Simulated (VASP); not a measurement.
The system is Pb.

```
CELL_PARAMETERS angstrom
3.50305 0.00000 0.00000
-1.75152 3.03373 0.00000
0.00000 0.00000 5.62702
ATOMIC_POSITIONS crystal
Pb 0.66667 0.33333 0.75000
Pb 0.33333 0.66667 0.25000
```

Base run:

| Property | Result |
| --- | --- |
| Program | VASP 6.6.1 |
| Functional | r2SCAN |
| Potentials or basis | VASP PAW PBE potentials, release 64 (Pb_d) |
| Cutoff | 520 eV |
| k mesh | 9 × 9 × 5 |
| Occupations | fermi-dirac, width 0.05 eV |
| Spin | no spin polarisation |

Its results: band gap on the k mesh zero (band 14 reaches 13.21 eV, above the bottom of band 15 at 5.35 eV); pressure 1.8 GPa.

Task: After a change of settings the same cell gave: band gap on the k mesh zero (band 14 reaches 13.06 eV, above the bottom of band 15 at 5.45 eV); pressure 3.0 GPa. Which change was it?
A. functional from r2SCAN to PBEsol; further incar settings from ALGO = Normal; EDIFF = 1e-06; NBANDS = 21 to ALGO = Fast; EDIFF = 1e-06; NBANDS = 21
B. functional from r2SCAN to LDA; potentials or basis from VASP PAW PBE potentials, release 64 (Pb_d) to VASP PAW LDA potentials, release 64 (Pb_d)
C. functional from r2SCAN to PBE
D. further incar settings from ALGO = Normal; EDIFF = 1e-06; NBANDS = 21 to ALGO = Normal; EDIFF = 1e-07; NBANDS = 21

Result: C.

Caveats: spin-orbit coupling is left out, which moves the levels of the heavy elements; the PAW data sets were made with another functional, which shifts forces and pressure a little (some runs).
